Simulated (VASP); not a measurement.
# GaN (Cm) in VASP: single point with PBE

Aim: the single point of GaN with PBE.

Everything below comes from runs of VASP 6.6.1. Logs are shortened: lines on timing, memory, paths and dates and some standing lists are left out, and cuts for length are marked.

## Step 1: The cell of the first run

Symmetry: Cm, No. 8, monoclinic system. Conventional cell: a = 5.520 Å, b = 3.187 Å, c = 3.187 Å, α = 90.00°, β = 125.26°, γ = 90.00°. Within 2.5 Å of Ga (site symmetry m) lie 4 N at 1.89 to 2.01 Å. Within 2.5 Å of N (site symmetry m) lie 4 Ga at 1.89 to 2.01 Å.

## Step 2: Single point, PBE (all N atoms moved +0.075 Å, as atom 2 along Cartesian [1 1 0])

INCAR

```
SYSTEM = GaN
  ALGO = Normal
  EDIFF = 1E-6
  ENCUT = 520
  GGA = PE
  ISIF = 2
  ISMEAR = 0
  LASPH = .True.
  LCHARG = .True.
  LELF = .True.
  LREAL = .False.
  LVHAR = .True.
  LWAVE = .False.
  NBANDS = 16
  NELM = 80
  PREC = Accurate
  SIGMA = 0.05
```

KPOINTS

```
k-points
0
Gamma
  10 10 10
  0 0 0
```

POSCAR

```
GaN
1.0
    0.0000000000      2.2535006075      2.2535006075
    2.2535006075      0.0000000000      2.2535006075
    2.2535006075      2.2535006075      0.0000000000
Ga N
1 1
Direct
    0.0000000000      0.0000000000      0.0000000000
    0.7500000000      0.7500000000      0.7735336118
```

Potentials or basis: VASP PAW PBE potentials, release 64 (Ga_d, N).

Started as:

```console
cat potpaw_PBE.64/Ga_d/POTCAR potpaw_PBE.64/N/POTCAR > POTCAR
mpirun -np 1 vasp_std > vasp.out
```

OUTCAR:

```text
SYSTEM = GaN
   EDIFF = 1E-6
   ENCUT = 520
   GGA = PE
   ISIF = 2
   ISMEAR = 0
   LASPH = .True.
   LREAL = .False.
   NELM = 80
   PREC = Accurate

 ion  position               nearest neighbor table
   1  0.000  0.000  0.000-   2 1.89   2 1.95   2 1.95   2 2.01
   2  0.750  0.750  0.774-   1 1.89   1 1.95   1 1.95   1 2.01

  LATTYP: Found a face centered cubic cell.
 ALAT       =     4.5070012150

  Lattice vectors:

 A1 = (   0.0000000000,   2.2535006075,   2.2535006075)
 A2 = (   2.2535006075,   0.0000000000,   2.2535006075)
 A3 = (   2.2535006075,   2.2535006075,   0.0000000000)

Analysis of symmetry for initial positions (statically):
=====================================================================
 Subroutine PRICEL returns:
 Original cell was already a primitive cell.

 Routine SETGRP: Setting up the symmetry group for a
 face centered cubic supercell.

 Subroutine GETGRP returns: Found  2 space group operations
 (whereof  2 operations were pure point group operations)
 out of a pool of 48 trial point group operations.

The static configuration has the point symmetry C_1h.

Analysis of symmetry for dynamics (positions and initial velocities):
=====================================================================
 Subroutine PRICEL returns:
 Original cell was already a primitive cell.

 Routine SETGRP: Setting up the symmetry group for a
 face centered cubic supercell.

 Subroutine GETGRP returns: Found  2 space group operations
 (whereof  2 operations were pure point group operations)
 out of a pool of 48 trial point group operations.

The dynamic configuration has the point symmetry C_1h.

 Subroutine INISYM returns: Found  2 space group operations
 (whereof  2 operations are pure point group operations),
 and found     1 'primitive' translations

----------------------------------------------------------------------------------------

                                     Primitive cell

  volume of cell :      22.8877

  direct lattice vectors                    reciprocal lattice vectors
     0.000000000  2.253500607  2.253500607    -0.221877020  0.221877020  0.221877020
     2.253500607  0.000000000  2.253500607     0.221877020 -0.221877020  0.221877020
     2.253500607  2.253500607  0.000000000     0.221877020  0.221877020 -0.221877020

  length of vectors
     3.186931122  3.186931122  3.186931122     0.384302272  0.384302272  0.384302272

  position of ions in fractional coordinates (direct lattice)
     0.000000000  0.000000000  0.000000000
     0.750000000  0.750000000  0.773533612

  ion indices of the primitive-cell ions
   primitive index   ion index
                 1           1
                 2           2

----------------------------------------------------------------------------------------

 KPOINTS: k-points

Automatic generation of k-mesh.
 Grid dimensions read from file:
 generate k-points for:   10   10   10

 Generating k-lattice:

  Cartesian coordinates                     Fractional coordinates (reciprocal lattice)
    -0.022187702  0.022187702  0.022187702     0.100000000  0.000000000  0.000000000
     0.022187702 -0.022187702  0.022187702     0.000000000  0.100000000  0.000000000
     0.022187702  0.022187702 -0.022187702     0.000000000  0.000000000  0.100000000

  Length of vectors
     0.038430227  0.038430227  0.038430227

  Shift w.r.t. Gamma in fractional coordinates (k-lattice)
     0.000000000  0.000000000  0.000000000

 Subroutine IBZKPT returns following result:
 ===========================================

 Found    282 irreducible k-points:

 Following reciprocal coordinates:
            Coordinates               Weight
  0.000000  0.000000  0.000000      1.000000
  0.100000  0.000000  0.000000      4.000000
  0.000000  0.000000  0.100000      2.000000
  0.100000  0.100000  0.100000      2.000000
  0.200000  0.000000  0.000000      4.000000
  0.000000  0.000000  0.200000      2.000000
[... 16 lines left out ...]
  0.200000  0.100000  0.200000      4.000000
  0.100000 -0.100000 -0.100000      4.000000
 [... further k-points ...]
   k-points           NKPTS =    282   k-points in BZ     NKDIM =    282   number of bands    NBANDS=     16
   number of dos      NEDOS =    301   number of ions     NIONS =      2
   total plane-waves  NPLWV =  13824
   dimension x,y,z NGX =    24 NGY =   24 NGZ =   24
   dimension x,y,z NGXF=    48 NGYF=   48 NGZF=   48
   ions per type =               1   1
   NGX,Y,Z   is equivalent  to a cutoff of  12.52, 12.52, 12.52 a.u.
   NGXF,Y,Z  is equivalent  to a cutoff of  25.04, 25.04, 25.04 a.u.
 SYSTEM =  GaN
   PREC   = accura    normal or accurate (medium, high low for compatibility)
   ISTART =      0    job   : 0-new  1-cont  2-samecut
   ICHARG =      2    charge: 1-file 2-atom 10-const
   ISPIN  =      1    spin polarized calculation?
   LNONCOLLINEAR =      F non collinear calculations
   LSORBIT =      F    spin-orbit coupling
   LASPH  =      T    aspherical Exc in radial PAW
   ENCUT  =  520.0 eV  38.22 Ry    6.18 a.u.   5.93  5.93  5.93*2*pi/ulx,y,z
   NELM   =     80;   NELMIN=  2; NELMDL= -5     # of ELM steps
   EDIFF  = 0.1E-05   stopping-criterion for ELM
   LREAL  =      F    real-space projection
   EDIFFG = 0.1E-04   stopping-criterion for IOM
   NSW    =      0    number of steps for IOM
   IBRION =     -1    ionic relax: 0-MD 1-quasi-New 2-CG
   NFREE  =      0    steps in history (QN), initial steepest desc. (CG)
   ISIF   =      2    stress and relaxation
   ISYM   =      2    0-nonsym 1-usesym 2-fastsym
   POTIM  = 0.5000    time-step for ionic-motion
   TEBEG  =    0.0;   TEEND  =   0.0 temperature during run
   PSTRESS=    0.0 pullay stress
   NELECT =      18.0000    total number of electrons
   NUPDOWN=      -1.0000    fix difference up-down
   EMIN   =  10.00;   EMAX   =-10.00  energy-range for DOS
   EFERMI =   0.00;   METHOD = LEGACY
   ISMEAR =     0;   SIGMA  =   0.05  broadening in eV -4-tet -1-fermi 0-gaus
   EFERMI_NEDOS =   21; number of points for ismear=-14 and -15
   IALGO  =     38    algorithm
   IMIX   =      4    mixing-type and parameters
     AMIX     =   0.40;   BMIX     =  1.00
     AMIX_MAG =   1.60;   BMIX_MAG =  1.00
  volume/ion in A,a.u.               =      11.44        77.23
  Fermi-wavevector in a.u.,A,eV,Ry     =   1.511117  2.855596 31.068543  2.283473
  Thomas-Fermi vector in A             =   2.621216
   LORBIT       =      0    0 simple, 1 ext, 2 COOP (PROOUT), +10 PAW based schemes
   GGA     = PE    functional components
   LHFCALC =     F    Hartree Fock is set to
   AEXX    =    0.0000 exact exchange contribution
   IVDW    =     0    specifies the selected vdW correction
   LEPSILON=     F    determine dielectric tensor
   LRPA    =     F    only Hartree local field effects (RPA)
 non-spin polarized calculation
 Gauss-broadening in eV      SIGMA  =   0.05
  energy-cutoff  :      520.00
  volume of cell :       22.89
 maximum number of plane-waves:       636
   NGX = 11   NGY = 11   NGZ = 11

 number of electron      18.0000004 magnetization

 Free energy of the ion-electron system (eV)
  ---------------------------------------------------
  ext. energy  EPLUGINS =         0.00000000
  ---------------------------------------------------
  free energy    TOTEN  =       -12.10860672 eV

  energy without entropy =      -12.10860672  energy(sigma->0) =      -12.10860672

 E-fermi :   5.6166     XC(G=0): -11.6668

 val. band max:        5.4144130402   @ k =   0.0000   0.0000   0.0000
 cond. band min:       7.0073621484   @ k =   0.0000   0.0000   0.0000
 fundamental gap:      1.5929491082
 Fermi energy:         5.6165852417

 k-point     1 :       0.0000    0.0000    0.0000
  band No.  band energies     occupation
      1     -10.6726      2.00000
      2      -8.1885      2.00000
      3      -8.1685      2.00000
      4      -8.1413      2.00000
      5      -7.8524      2.00000
      6      -7.8505      2.00000
[... 8 lines left out ...]
     15      23.9584      0.00000
     16      24.1384      0.00000

 k-point     2 :       0.1000    0.0000    0.0000
  band No.  band energies     occupation
      1     -10.5630      2.00000
      2      -8.1773      2.00000
      3      -8.1479      2.00000
      4      -8.1064      2.00000
      5      -7.8537      2.00000
      6      -7.8518      2.00000
[... 8 lines left out ...]
     15      22.8367      0.00000
     16      22.9180      0.00000

 k-point     3 :       0.0000    0.0000    0.1000
  band No.  band energies     occupation
      1     -10.5670      2.00000
      2      -8.1779      2.00000
      3      -8.1565      2.00000
      4      -8.0971      2.00000
      5      -7.8537      2.00000
      6      -7.8515      2.00000
[... 8 lines left out ...]
     15      22.8867      0.00000
     16      22.9446      0.00000

 k-point     4 :       0.1000    0.1000    0.1000
  band No.  band energies     occupation
      1     -10.5590      2.00000
      2      -8.1607      2.00000
      3      -8.1530      2.00000
      4      -8.1182      2.00000
      5      -7.8535      2.00000
      6      -7.8520      2.00000
[... 8 lines left out ...]
     15      22.7813      0.00000
     16      22.8869      0.00000

 k-point     5 :       0.2000    0.0000    0.0000
  band No.  band energies     occupation
      1     -10.2867      2.00000
      2      -8.1436      2.00000
      3      -8.1151      2.00000
      4      -7.9469      2.00000
      5      -7.8525      2.00000
      6      -7.8502      2.00000
[... 8 lines left out ...]
     15      22.0253      0.00000
     16      22.1274      0.00000

 k-point     6 :       0.0000    0.0000    0.2000
  band No.  band energies     occupation
      1     -10.3019      2.00000
      2      -8.1492      2.00000
      3      -8.1291      2.00000
      4      -7.9264      2.00000
      5      -7.8530      2.00000
      6      -7.8502      2.00000
[... 8 lines left out ...]
     15      22.1660      0.00000
     16      22.2156      0.00000

 k-point     7 :       0.2000    0.2000    0.2000
  band No.  band energies     occupation
      1     -10.2716      2.00000
      2      -8.1170      2.00000
      3      -8.1103      2.00000
      4      -7.9787      2.00000
      5      -7.8513      2.00000
      6      -7.8505      2.00000
[... 8 lines left out ...]
     15      21.9120      0.00000
     16      21.9864      0.00000

 k-point     8 :       0.3000    0.0000    0.0000
  band No.  band energies     occupation
      1      -9.9919      2.00000
      2      -8.1100      2.00000
      3      -8.0901      2.00000
      4      -7.8405      2.00000
      5      -7.8367      2.00000
      6      -7.5527      2.00000
[... 8 lines left out ...]
     15      22.4231      0.00000
     16      22.6996      0.00000

 k-point     9 :       0.0000    0.0000    0.3000
  band No.  band energies     occupation
      1     -10.0195      2.00000
      2      -8.1208      2.00000
      3      -8.1053      2.00000
      4      -7.8412      2.00000
      5      -7.8385      2.00000
      6      -7.5318      2.00000
[... 8 lines left out ...]
     15      22.6480      0.00000
     16      22.7841      0.00000
[... 172 lines left out ...]
 k-point    19 :       0.2000    0.1000    0.0000
  band No.  band energies     occupation
      1     -10.3065      2.00000
      2      -8.1376      2.00000
      3      -8.1127      2.00000
      4      -7.9976      2.00000
      5      -7.8568      2.00000
      6      -7.8374      2.00000
[... 8 lines left out ...]
     15      23.8881      0.00000
     16      24.0133      0.00000

 k-point    20 :       0.0000    0.2000    0.1000
  band No.  band energies     occupation
      1     -10.3052      2.00000
      2      -8.1313      2.00000
      3      -8.1035      2.00000
      4      -8.0094      2.00000
      5      -7.8603      2.00000
      6      -7.8358      2.00000
[... 8 lines left out ...]
     15      23.8310      0.00000
     16      23.9802      0.00000

 k-point    21 :       0.1000    0.0000    0.2000
  band No.  band energies     occupation
      1     -10.3157      2.00000
      2      -8.1380      2.00000
      3      -8.1210      2.00000
      4      -7.9903      2.00000
      5      -7.8550      2.00000
      6      -7.8365      2.00000
[... 8 lines left out ...]
     15      23.8227      0.00000
     16      24.1263      0.00000

 k-point    22 :       0.1000    0.1000   -0.1000
  band No.  band energies     occupation
      1     -10.3169      2.00000
      2      -8.1579      2.00000
      3      -8.1138      2.00000
      4      -7.9812      2.00000
      5      -7.8516      2.00000
      6      -7.8383      2.00000
[... 8 lines left out ...]
     15      23.8742      0.00000
     16      24.1549      0.00000

 k-point    23 :       0.2000    0.1000    0.2000
  band No.  band energies     occupation
      1     -10.3007      2.00000
      2      -8.1215      2.00000
      3      -8.1030      2.00000
      4      -8.0212      2.00000
      5      -7.8592      2.00000
      6      -7.8356      2.00000
[... 8 lines left out ...]
     15      23.8922      0.00000
     16      23.9664      0.00000

 k-point    24 :       0.1000   -0.1000   -0.1000
  band No.  band energies     occupation
      1     -10.3110      2.00000
      2      -8.1534      2.00000
      3      -8.1019      2.00000
      4      -7.9955      2.00000
      5      -7.8541      2.00000
      6      -7.8367      2.00000
[... 8 lines left out ...]
     15      23.9429      0.00000
     16      24.0411      0.00000

 [... further k-points ...]
[... 5 lines left out ...]
  --------------------------------------------------------------------------------------
  -------------------------------------------------------------------------------------
  Total        0.7872792      0.7872792      0.8425926      0.1046775      0.4555771      0.4555774
  in kB       55.1107497     55.1107497     58.9827712      7.3275862     31.8910941     31.8911168
  external PRESSURE =      56.4014236 kB  Pullay stress =       0.0000000 kB

 VOLUME and BASIS-vectors are now :
 -----------------------------------------------------------------------------
  energy-cutoff  :      520.00
  volume of cell :       22.89
      direct lattice vectors                 reciprocal lattice vectors
     0.000000000  2.253500607  2.253500607    -0.221877020  0.221877020  0.221877020
     2.253500607  0.000000000  2.253500607     0.221877020 -0.221877020  0.221877020
     2.253500607  2.253500607  0.000000000     0.221877020  0.221877020 -0.221877020

 POSITION                                       TOTAL-FORCE (eV/Angst)
 -----------------------------------------------------------------------------------
      0.00000      0.00000      0.00000         0.655553      0.655553      0.151251
      3.43328      3.43328      3.38025        -0.655553     -0.655553     -0.151251
 -----------------------------------------------------------------------------------
    total drift:                               -0.000091     -0.000091     -0.000035

  FREE ENERGIE OF THE ION-ELECTRON SYSTEM (eV)
  ---------------------------------------------------
  free  energy   TOTEN  =       -12.1086067193 eV

  energy  without entropy=      -12.1086067193  energy(sigma->0) =      -12.10860672
```

Wall time 49 s (1 thread of AMD EPYC 9R45 (Zen 5), shared host); peak memory 0.19 GiB.

Results:

```yaml
Free_energy: -12.1086 eV
Pressure: 5.6 GPa
Largest_force: 0.939 eV/Å
Band_gap_on_the_k_mesh: 1.59 eV, direct
```

Forces in eV/Å, atoms in the order of the input:
```
Ga   0.656  0.656  0.151
N   -0.656 -0.656 -0.151
```

Caveat: the cell differs from its parent crystal (all N atoms moved +0.075 Å, as atom 2 along Cartesian [1 1 0]).
